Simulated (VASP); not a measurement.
# ScPd3 (Pm-3m) in VASP: relaxation of cell and atoms with LDA

Aim: the relaxation of cell and atoms of ScPd3 with LDA.

Program: VASP 6.6.1. These are calculated values, not measurements. Logs are shortened: lines on timing, memory, paths and dates and some standing lists are left out, and cuts for length are marked.

## Step 1: The cell of the first run

Symmetry: Pm-3m, No. 221, cubic system. Conventional cell: a = 3.982 Å, b = 3.982 Å, c = 3.982 Å, α = 90.00°, β = 90.00°, γ = 90.00°. Within 3.7 Å of Sc (site symmetry m-3m) lie 12 Pd at 2.82 Å. Pd (site symmetry 4/mmm) has 4 Sc at 2.82 Å and 8 Pd at 2.82 Å within 3.7 Å.

## Step 2: Relaxation of cell and atoms, LDA

Input file INCAR:

```
SYSTEM = ScPd3
ALGO     = Normal         ! electronic algorithm
EDIFF    = 1E-7           ! SCF threshold, eV
EDIFFG   = -0.005         ! ionic threshold
ENCUT    = 630            ! plane-wave cutoff, eV
GGA_COMPAT= .False.      
IBRION   = 2              ! ionic algorithm
ISIF     = 3              ! what is computed and relaxed
ISMEAR   = -1             ! smearing method
LASPH    = .True.         ! aspherical terms in the spheres
LCHARG   = .False.        ! write CHGCAR
LREAL    = .False.        ! projectors in reciprocal space
LWAVE    = .False.        ! write WAVECAR
NELM     = 120            ! most SCF steps
NELMIN   = 4            
NSW      = 70             ! ionic steps
PREC     = Accurate       ! precision mode
SIGMA    = 0.05           ! smearing width, eV
```

Input file KPOINTS:

```
k-points
0
Gamma
  9 9 9
  0 0 0
```

Input file POSCAR:

```
ScPd3
1.0
    3.9820000000      0.0000000000      0.0000000000
    0.0000000000      3.9820000000      0.0000000000
    0.0000000000      0.0000000000      3.9820000000
Sc Pd
1 3
Direct
    0.0000000000      0.0000000000      0.0000000000
    0.0000000000      0.5000000000      0.5000000000
    0.5000000000      0.0000000000      0.5000000000
    0.5000000000      0.5000000000      0.0000000000
```

Potentials or basis: VASP PAW LDA potentials, release 64 (Sc_sv, Pd_sv_GW).

Command:

```sh
$ cat potpaw_LDA.64/Sc_sv/POTCAR potpaw_LDA.64/Pd_sv_GW/POTCAR > POTCAR
$ mpirun -np 1 vasp_std > vasp.out
```

OUTCAR:

```text
SYSTEM = ScPd3
   EDIFF = 1E-7
   EDIFFG = -0.005
   ENCUT = 630
   IBRION = 2
   ISIF = 3
   ISMEAR = -1
   LASPH = .True.
   LREAL = .False.
   NELM = 120
   NELMIN = 4
   NSW = 70
   PREC = Accurate

 ion  position               nearest neighbor table
   1  0.000  0.000  0.000-   2 2.82   3 2.82   4 2.82   2 2.82   3 2.82   2 2.82   4 2.82   2 2.82
                             3 2.82   4 2.82   3 2.82   4 2.82
   2  0.000  0.500  0.500-   1 2.82   1 2.82   1 2.82   1 2.82
   3  0.500  0.000  0.500-   1 2.82   1 2.82   1 2.82   1 2.82
   4  0.500  0.500  0.000-   1 2.82   1 2.82   1 2.82   1 2.82

  LATTYP: Found a simple cubic cell.
 ALAT       =     3.9820000000

  Lattice vectors:

 A1 = (   3.9820000000,   0.0000000000,   0.0000000000)
 A2 = (   0.0000000000,   3.9820000000,   0.0000000000)
 A3 = (   0.0000000000,   0.0000000000,   3.9820000000)

Analysis of symmetry for initial positions (statically):
=====================================================================
 Subroutine PRICEL returns:
 Original cell was already a primitive cell.

 Routine SETGRP: Setting up the symmetry group for a
 simple cubic supercell.

 Subroutine GETGRP returns: Found 48 space group operations
 (whereof 48 operations were pure point group operations)
 out of a pool of 48 trial point group operations.

The static configuration has the point symmetry O_h .

Analysis of symmetry for dynamics (positions and initial velocities):
=====================================================================
 Subroutine PRICEL returns:
 Original cell was already a primitive cell.

 Routine SETGRP: Setting up the symmetry group for a
 simple cubic supercell.

 Subroutine GETGRP returns: Found 48 space group operations
 (whereof 48 operations were pure point group operations)
 out of a pool of 48 trial point group operations.

The dynamic configuration has the point symmetry O_h .

 Subroutine INISYM returns: Found 48 space group operations
 (whereof 48 operations are pure point group operations),
 and found     1 'primitive' translations

----------------------------------------------------------------------------------------

                                     Primitive cell

  volume of cell :      63.1399

  direct lattice vectors                    reciprocal lattice vectors
     3.982000000  0.000000000  0.000000000     0.251130085  0.000000000  0.000000000
     0.000000000  3.982000000  0.000000000     0.000000000  0.251130085  0.000000000
     0.000000000  0.000000000  3.982000000     0.000000000  0.000000000  0.251130085

  length of vectors
     3.982000000  3.982000000  3.982000000     0.251130085  0.251130085  0.251130085

  position of ions in fractional coordinates (direct lattice)
     0.000000000  0.000000000  0.000000000
     0.000000000  0.500000000  0.500000000
     0.500000000  0.000000000  0.500000000
     0.500000000  0.500000000  0.000000000

  ion indices of the primitive-cell ions
   primitive index   ion index
                 1           1
                 2           2
                 3           3
                 4           4

----------------------------------------------------------------------------------------

 KPOINTS: k-points

Automatic generation of k-mesh.
 Grid dimensions read from file:
 generate k-points for:    9    9    9

 Generating k-lattice:

  Cartesian coordinates                     Fractional coordinates (reciprocal lattice)
     0.027903343  0.000000000  0.000000000     0.111111111  0.000000000  0.000000000
     0.000000000  0.027903343  0.000000000     0.000000000  0.111111111  0.000000000
     0.000000000  0.000000000  0.027903343     0.000000000  0.000000000  0.111111111

  Length of vectors
     0.027903343  0.027903343  0.027903343

  Shift w.r.t. Gamma in fractional coordinates (k-lattice)
     0.000000000  0.000000000  0.000000000

 Subroutine IBZKPT returns following result:
 ===========================================

 Found     35 irreducible k-points:

 Following reciprocal coordinates:
            Coordinates               Weight
  0.000000  0.000000  0.000000      1.000000
  0.111111  0.000000  0.000000      6.000000
  0.222222  0.000000  0.000000      6.000000
  0.333333  0.000000  0.000000      6.000000
  0.444444  0.000000  0.000000      6.000000
  0.111111  0.111111  0.000000     12.000000
[... 16 lines left out ...]
  0.333333  0.333333  0.111111     24.000000
  0.444444  0.333333  0.111111     48.000000
 [... further k-points ...]
   k-points           NKPTS =     35   k-points in BZ     NKDIM =     35   number of bands    NBANDS=     39
   number of dos      NEDOS =    301   number of ions     NIONS =      4
   total plane-waves  NPLWV =  46656
   dimension x,y,z NGX =    36 NGY =   36 NGZ =   36
   dimension x,y,z NGXF=    72 NGYF=   72 NGZF=   72
   ions per type =               1   3
   NGX,Y,Z   is equivalent  to a cutoff of  15.03, 15.03, 15.03 a.u.
   NGXF,Y,Z  is equivalent  to a cutoff of  30.06, 30.06, 30.06 a.u.
 SYSTEM =  ScPd3
   PREC   = accura    normal or accurate (medium, high low for compatibility)
   ISTART =      0    job   : 0-new  1-cont  2-samecut
   ICHARG =      2    charge: 1-file 2-atom 10-const
   ISPIN  =      1    spin polarized calculation?
   LNONCOLLINEAR =      F non collinear calculations
   LSORBIT =      F    spin-orbit coupling
   LASPH  =      T    aspherical Exc in radial PAW
   ENCUT  =  630.0 eV  46.30 Ry    6.80 a.u.   8.15  8.15  8.15*2*pi/ulx,y,z
   NELM   =    120;   NELMIN=  4; NELMDL= -5     # of ELM steps
   EDIFF  = 0.1E-06   stopping-criterion for ELM
   LREAL  =      F    real-space projection
   EDIFFG = -.5E-02   stopping-criterion for IOM
   NSW    =     70    number of steps for IOM
   IBRION =      2    ionic relax: 0-MD 1-quasi-New 2-CG
   NFREE  =      1    steps in history (QN), initial steepest desc. (CG)
   ISIF   =      3    stress and relaxation
   ISYM   =      2    0-nonsym 1-usesym 2-fastsym
   POTIM  = 0.5000    time-step for ionic-motion
   TEBEG  =    0.0;   TEEND  =   0.0 temperature during run
   PSTRESS=    0.0 pullay stress
   NELECT =      65.0000    total number of electrons
   NUPDOWN=      -1.0000    fix difference up-down
   EMIN   =  10.00;   EMAX   =-10.00  energy-range for DOS
   EFERMI =   0.00;   METHOD = LEGACY
   ISMEAR =    -1;   SIGMA  =   0.05  broadening in eV -4-tet -1-fermi 0-gaus
   EFERMI_NEDOS =   21; number of points for ismear=-14 and -15
   IALGO  =     38    algorithm
   IMIX   =      4    mixing-type and parameters
     AMIX     =   0.40;   BMIX     =  1.00
     AMIX_MAG =   1.60;   BMIX_MAG =  1.00
  volume/ion in A,a.u.               =      15.78       106.52
  Fermi-wavevector in a.u.,A,eV,Ry     =   1.653020  3.123754 37.177567  2.732474
  Thomas-Fermi vector in A             =   2.741529
   LORBIT       =      0    0 simple, 1 ext, 2 COOP (PROOUT), +10 PAW based schemes
   GGA     = CA    functional components
   LHFCALC =     F    Hartree Fock is set to
   AEXX    =    0.0000 exact exchange contribution
   IVDW    =     0    specifies the selected vdW correction
   LEPSILON=     F    determine dielectric tensor
   LRPA    =     F    only Hartree local field effects (RPA)
 conjugate gradient relaxation of ions
 non-spin polarized calculation
  energy-cutoff  :      630.00
  volume of cell :       63.14
 maximum number of plane-waves:      2301
 NGX is ok and might be reduce to    36
   NGX = 17   NGY = 17   NGZ = 17

--------------------------------------- Ionic step        1  -------------------------------------------

 number of electron      64.9999970 magnetization

 Free energy of the ion-electron system (eV)
  ---------------------------------------------------
  ext. energy  EPLUGINS =         0.00000000
  ---------------------------------------------------
  free energy    TOTEN  =       -25.29248565 eV

  energy without entropy =      -25.26755404  energy(sigma->0) =      -25.28001984

------------------------ aborting loop because EDIFF is reached ----------------------------------------

  FORCE on cell =-STRESS in cart. coord.  units (eV):
  Direction    XX          YY          ZZ          XY          YZ          ZX
  --------------------------------------------------------------------------------------
  -------------------------------------------------------------------------------------
  Total       -3.6808223     -3.6808223     -3.6808223      0.0000000      0.0000000     -0.0000000
  in kB      -93.4010293    -93.4010293    -93.4010293      0.0000000      0.0000000     -0.0000000
  external PRESSURE =     -93.4010293 kB  Pullay stress =       0.0000000 kB
[... 99 lines left out ...]
  energy  without entropy=      -25.3742884015  energy(sigma->0) =      -25.38687778

--------------------------------------- Ionic step        4  -------------------------------------------

 number of electron      65.0000010 magnetization

 Free energy of the ion-electron system (eV)
  ---------------------------------------------------
  ext. energy  EPLUGINS =         0.00000000
  ---------------------------------------------------
  free energy    TOTEN  =       -25.39951480 eV

  energy without entropy =      -25.37433126  energy(sigma->0) =      -25.38692303

 E-fermi :   7.9256     XC(G=0): -13.4685

 val. band max:        7.9077379608   @ k =   0.2222   0.1111   0.0000
 cond. band min:       7.9502887626   @ k =   0.1111   0.1111   0.1111
 fundamental gap:      0.0425508018
 Fermi energy:         7.9256110809

 k-point     1 :       0.0000    0.0000    0.0000
  band No.  band energies     occupation
      1     -75.7952      2.00000
      2     -75.7414      2.00000
      3     -75.7414      2.00000
      4     -41.9043      2.00000
      5     -41.9043      2.00000
      6     -41.9043      2.00000
[... 997 lines left out ...]
     38      11.2817      0.00000
     39      13.3690      0.00000

 [... further k-points ...]
[... 5 lines left out ...]
  --------------------------------------------------------------------------------------
  -------------------------------------------------------------------------------------
  Total       -0.0060788     -0.0060788     -0.0060788      0.0000000      0.0000000      0.0000000
  in kB       -0.1632349     -0.1632349     -0.1632349      0.0000000      0.0000000      0.0000000
  external PRESSURE =      -0.1632349 kB  Pullay stress =       0.0000000 kB
[... 19 lines left out ...]
  FREE ENERGIE OF THE ION-ELECTRON SYSTEM (eV)
  ---------------------------------------------------
  free  energy   TOTEN  =       -25.3995147978 eV

  energy  without entropy=      -25.3743312610  energy(sigma->0) =      -25.38692303

 reached required accuracy - stopping structural energy minimisation
```

Run time: 9.1 min. Hardware: 1 thread of Intel Xeon Platinum 8259CL at 2.50GHz (Skylake/Cascade Lake), shared host; peak memory 0.25 GiB.

What came out:

- Free energy: -25.3995 eV
- Relaxed volume: 14.92 Å³/atom
- Relaxed cell: a = 3.908 Å, b = 3.908 Å, c = 3.908 Å, α = 90.00°, β = 90.00°, γ = 90.00°
- Space group after relaxing (to 0.1 Å): Pm-3m (No. 221)
- Energy gained by relaxing: 26.8 meV/atom
- Ionic steps: 4
- Pressure after relaxing: 0.0 GPa
- Band gap on the k mesh: zero (an odd number of electrons rules out a gap without spin polarisation)

Step by step:
```tsv
step	energy change (eV)	largest force (eV/Å)	pressure (GPa)	volume (Å³)
1	0.0000	0.0000	-9.34	63.14
2	0.1314	0.0000	18.04	55.10
3	-0.1070	0.0000	-0.23	59.73
4	-0.1070	0.0000	-0.02	59.66
```

Final structure:
```yaml
crystal:
  lattice:
    - [3.90756, 0.00000, 0.00000]
    - [0.00000, 3.90756, 0.00000]
    - [0.00000, 0.00000, 3.90756]
  atoms:
    - { symbol: Sc, position: [0.00000, 0.00000, 0.00000] }
    - { symbol: Pd, position: [0.00000, 0.50000, 0.50000] }
    - { symbol: Pd, position: [0.50000, 0.00000, 0.50000] }
    - { symbol: Pd, position: [0.50000, 0.50000, 0.00000] }
```

The gap in the log of VASP goes by the Fermi energy; the results here count the filled bands.